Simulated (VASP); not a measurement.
A run of VASP 6.6.1:

INCAR

```
ALGO     = Normal         # electronic algorithm
EDIFF    = 1E-7           # SCF threshold, eV
ENCUT    = 520            # plane-wave cutoff, eV
GGA      = PS             # functional
ISIF     = 2              # what is computed and relaxed
ISMEAR   = 0              # smearing method
LASPH    = True           # aspherical terms in the spheres
LCHARG   = False          # write CHGCAR
LREAL    = Auto         
LWAVE    = False          # write WAVECAR
NBANDS   = 63             # bands
NELM     = 100            # most SCF steps
PREC     = Accurate       # precision mode
SIGMA    = 0.05           # smearing width, eV
```

KPOINTS

```
k-points
0
Gamma
  4 4 4
```

POSCAR

```
SiO2
1.0
    4.3302071796     -8.1284566593      0.0000000000
    4.3302071796      8.1284566593      0.0000000000
    0.0000000000      0.0000000000      5.2514179063
Si O
6 12
Direct
    0.0102808395      0.4026121463      0.2500000000
    0.4026121463      0.0102808395      0.7500000000
    0.5973878537      0.9897191605      0.2500000000
    0.9897191605      0.5973878537      0.7500000000
    0.4430221731      0.5569778269      0.2500000000
    0.5569778269      0.4430221731      0.7500000000
    0.0000000000      0.5000000000      0.5000000000
    0.5000000000      0.0000000000      0.5000000000
    0.5000000000      0.0000000000      0.0000000000
    0.0000000000      0.5000000000      0.0000000000
    0.2099831976      0.4362740928      0.2500000000
    0.4362740928      0.2099831976      0.7500000000
    0.5637259072      0.7900168024      0.2500000000
    0.7900168024      0.5637259072      0.7500000000
    0.8307346196      0.1692653804      0.2500000000
    0.1692653804      0.8307346196      0.7500000000
    0.5000000000      0.5000000000      0.0000000000
    0.5000000000      0.5000000000      0.5000000000
```

Potentials or basis: VASP PAW PBE potentials, release 64 (Si, O).

Command:

```console
$ cat potpaw_PBE.64/Si/POTCAR potpaw_PBE.64/O/POTCAR > POTCAR
$ mpirun -np 1 vasp_std > vasp.out
```

Hardware: 1 thread of Intel(R) Xeon(R) Platinum 8488C (Sapphire Rapids), with other jobs on the host.

Question: How long does it take, and how much memory?

Answer: It took 12 min on 1 thread of Intel(R) Xeon(R) Platinum 8488C (Sapphire Rapids), on a shared host, peak memory 0.6 GiB. Counts: scf iterations 19, k points 21.
